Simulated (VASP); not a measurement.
Al7P8C (a cell with a defect): single point with PBEsol

The system is Al7P8C (a cell with a defect).

```
CELL_PARAMETERS angstrom
10.94000 0.00000 0.00000
0.00000 5.47000 0.00000
0.00000 0.00000 5.47000
ATOMIC_POSITIONS crystal
Al 0.00167 0.01526 0.00801
Al 0.49687 0.96180 0.99949
Al 0.24576 0.49764 0.97935
Al 0.74206 0.51338 0.96739
Al 0.24276 0.00812 0.48232
Al 0.75421 0.00295 0.49677
Al 0.00027 0.50427 0.48324
P 0.11160 0.25612 0.23865
P 0.63062 0.24494 0.25852
P 0.38618 0.73613 0.25197
P 0.86882 0.73584 0.26018
P 0.37149 0.24469 0.78456
P 0.86778 0.27467 0.75729
P 0.11814 0.74689 0.74669
P 0.63463 0.74358 0.72410
C 0.49556 0.50521 0.49671
```

```yaml
Program: VASP 6.6.1
Task: single point
Functional: PBEsol
Potentials_or_basis: VASP PAW PBE potentials, release 64 (Al, P, C)
Cutoff: 520 eV
k_mesh: 3 × 3 × 3
Occupations: fermi-dirac, width 0.05 eV
Spin: no spin polarisation
```

```
Largest force : 3.908 eV/Å
```

Forces in eV/Å, atoms in the order of the input:
```
Al  -1.970 -1.462 -1.117
Al   1.923  1.408 -0.565
Al  -0.431  0.781  1.385
Al   0.431 -0.770  2.707
Al   0.594 -0.230  0.686
Al   0.684  0.536  0.255
Al  -0.711 -0.086  1.161
P    2.285  0.410  0.449
P   -2.127  1.384 -0.448
P   -0.804 -1.956  2.259
P    0.006  1.055 -1.601
P    1.075 -0.267 -2.834
P    1.357 -1.710 -0.679
P    0.486  0.867 -0.164
P   -3.699  0.082 -1.259
C    0.902 -0.041 -0.238
```

Levels at points of the mesh, in eV from the Fermi level:
```tsv
k point	band 29	band 30	band 31	band 32	band 33	band 34	band 35	band 36
(0.00, 0.00, 0.00)	-1.32	-0.39	-0.16	-0.07	0.08	1.13	1.27	1.52
```

Wall time 5 min on 1 thread of Oxide Virtual Turin-like Processor, on a shared host, peak memory 0.38 GiB.

Caveat: the cell carries a net charge on a neutralising background, which shifts energy and pressure; the cell is charged against a uniform background, so pressure and absolute levels hang on convention; the PAW data sets were made with another functional, which shifts forces and pressure a little.
